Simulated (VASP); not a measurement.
Set up this calculation in VASP 6.6.1, as the native input.

```
Task                   : single point
Functional             : PBE
Potentials or basis    : VASP PAW PBE potentials, release 64 (Mo_sv)
Cutoff                 : 500 eV
k mesh                 : 18 × 18 × 18
Occupations            : gaussian, width 0.1 eV
Spin                   : no spin polarisation
Dipole correction      : no
Further INCAR settings : ALGO = Normal; EDIFF = 1e-06; NBANDS = 13
```

The structure of Mo lies in POSCAR:

```
Mo
1.0
   -1.5958674481      1.5958674481      1.5958674481
    1.5958674481     -1.5958674481      1.5958674481
    1.5958674481      1.5958674481     -1.5958674481
Mo
1
Direct
    0.0000000000      0.0000000000      0.0000000000
```

This cell differs from its parent crystal: volume scaled by 1.03.

One way to write it, as run:

INCAR

```
SYSTEM = Mo
PREC = Accurate
ENCUT = 500
EDIFF = 1E-6
ISMEAR = 0
SIGMA = 0.1
LREAL = .FALSE.
LASPH = .TRUE.
NELM = 120
ALGO = Normal
ISIF = 2
LWAVE = .FALSE.
LCHARG = .TRUE.
GGA = PE
LELF = .TRUE.
LVHAR = .TRUE.
NBANDS = 13
GGA_COMPAT = .FALSE.
```

KPOINTS

```
regular mesh
0
G
  18 18 18
  0 0 0
```

Potentials or basis: VASP PAW PBE potentials, release 64 (Mo_sv).

Launch:

```console
$ cat potpaw_PBE.64/Mo_sv/POTCAR > POTCAR
$ mpirun -np 1 vasp_std > vasp.out
```

Results of the run:

```yaml
Pressure: -6.7 GPa
Band_gap_on_the_k_mesh: zero (band 7 reaches 15.73 eV, above the bottom of band 8 at 10.68 eV)
```

Wall time 13 s on 1 thread of Intel Xeon 6975P-C (shared host), peak memory 0.15 GiB.
